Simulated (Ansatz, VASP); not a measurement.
**One calculation of Ge, two programs**

The input INCAR:

```
PREC     = Accurate       # precision mode
ENCUT    = 520            # plane-wave cutoff, eV
EDIFF    = 1E-7           # SCF threshold, eV
ISMEAR   = -1             # smearing method
SIGMA    = 0.1            # smearing width, eV
LREAL    = F              # projectors in reciprocal space
LASPH    = T              # aspherical terms in the spheres
NELM     = 60             # most SCF steps
ALGO     = Normal         # electronic algorithm
ISIF     = 2              # what is computed and relaxed
LWAVE    = F              # write WAVECAR
LCHARG   = F              # write CHGCAR
GGA      = PS             # functional
NBANDS   = 13             # bands
```

File KPOINTS:

```
regular mesh
0
Gamma
  15 15 15
```

Contents of POSCAR:

```
Ge
1.0
   -1.7247176979      1.7247176979      1.7247176979
    1.7247176979     -1.7247176979      1.7247176979
    1.7247176979      1.7247176979     -1.7247176979
Ge
1
Direct
    0.0000000000      0.0000000000      0.0000000000
```

Input for Ansatz:

```yaml
crystal:
  lattice:
    - [-1.7247176979, 1.7247176979, 1.7247176979]
    - [1.7247176979, -1.7247176979, 1.7247176979]
    - [1.7247176979, 1.7247176979, -1.7247176979]
  atoms:
    - { symbol: Ge, position: [0.0, 0.0, 0.0] }
hamiltonian:
  xc: pbesol
  pseudopotentials:
    kind: paw
    azcp:
      Ge: "pseudopotentials/Ge.paw.azcp"
basis:
  ecutwfc: 420
  fft_grid_basis: typed
kpoints:
  mp_grid: { grid: [15, 15, 15], shift: [0, 0, 0] }
magnetization:
  spin_polarized: false
scf:
  occupations: { method: fermi_dirac, width: 0.1 }
  lower_state_search: "off"
output:
  stress: true
```

Alike in both runs: task single point; functional PBEsol; k mesh 15 × 15 × 15; occupations fermi-dirac, width 0.1 eV; no spin polarisation.

|  | VASP | Ansatz |
| --- | --- | --- |
| version | VASP 6.6.1 | Ansatz 0.2.0 |
| potentials or method | VASP PAW PBE potentials, release 64 (Ge_d), cutoff 520 eV | plane waves (420 eV) with PAW, scalar-relativistic |
| valence electrons in the cell | 14 | 14 |

```tsv
	VASP	Ansatz	Ansatz less VASP
pressure (GPa)	-6.7	-6.8	-0.03
```

VASP's potentials were made for PBE, not for PBEsol, and Ansatz warns of the same on its side. The functional is the same, so the differences come from potentials, cutoffs and numerics.
